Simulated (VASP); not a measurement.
Set up this calculation in VASP 6.6.1, as the native input.

| Property | Result |
| --- | --- |
| Task | single point |
| Functional | PBEsol |
| Potentials or basis | VASP PAW PBE potentials, release 64 (Eu) |
| Cutoff | 520 eV |
| k mesh | 7 × 7 × 7 |
| Occupations | methfessel-paxton, width 0.1 eV |
| Spin | collinear spin, ferromagnetic start |
| Starting moments | [9.1] μB |
| Dipole correction | no |
| Further INCAR settings | ALGO = Normal; EDIFF = 1e-06; NBANDS = 18 |

The structure of Eu lies in POSCAR:

```
Eu
1.0
    0.0000000000      2.7893030000      2.7893030000
    2.7893030000      0.0000000000      2.7893030000
    2.7893030000      2.7893030000      0.0000000000
Eu
1
Direct
    0.0000000000      0.0000000000      0.0000000000
```

The input as run:

INCAR

```
SYSTEM = Eu
PREC     = Accurate       ! precision mode
ENCUT    = 520            ! plane-wave cutoff, eV
EDIFF    = 1E-6           ! SCF threshold, eV
ISMEAR   = 1              ! smearing method
SIGMA    = 0.1            ! smearing width, eV
LREAL    = .False.        ! projectors in reciprocal space
LASPH    = .True.         ! aspherical terms in the spheres
NELM     = 150            ! most SCF steps
ALGO     = Normal         ! electronic algorithm
ISIF     = 2              ! what is computed and relaxed
LWAVE    = .False.        ! write WAVECAR
LCHARG   = .False.        ! write CHGCAR
ISPIN    = 2              ! spin polarisation
MAGMOM   = 9.1            ! initial moments
LORBIT   = 11             ! projections on sites
LMAXMIX  = 6              ! l up to which the mixer works
GGA      = PS             ! functional
NBANDS   = 18             ! bands
```

KPOINTS

```
Automatic mesh
0
Gamma
  7 7 7
  0 0 0
```

Potentials or basis: VASP PAW PBE potentials, release 64 (Eu).

Launch:

```sh
$ cat potpaw_PBE.64/Eu/POTCAR > POTCAR
$ mpirun -np 1 vasp_std > vasp.out
```

Results of the run:

```json
{
 "Pressure": "-2.5 GPa",
 "Net moment": "7.62 μB per cell",
 "Site moments": "Eu +6.76 μB",
 "Valence electrons inside the program's atomic spheres": "Eu 14.70"
}
```

Caveat: the PAW data sets were made with another functional, which shifts forces and pressure a little.

Wall time 55 s on 1 thread of AMD EPYC 7R43 64-Core Processor (Zen 3) (shared host), peak memory 0.18 GiB.
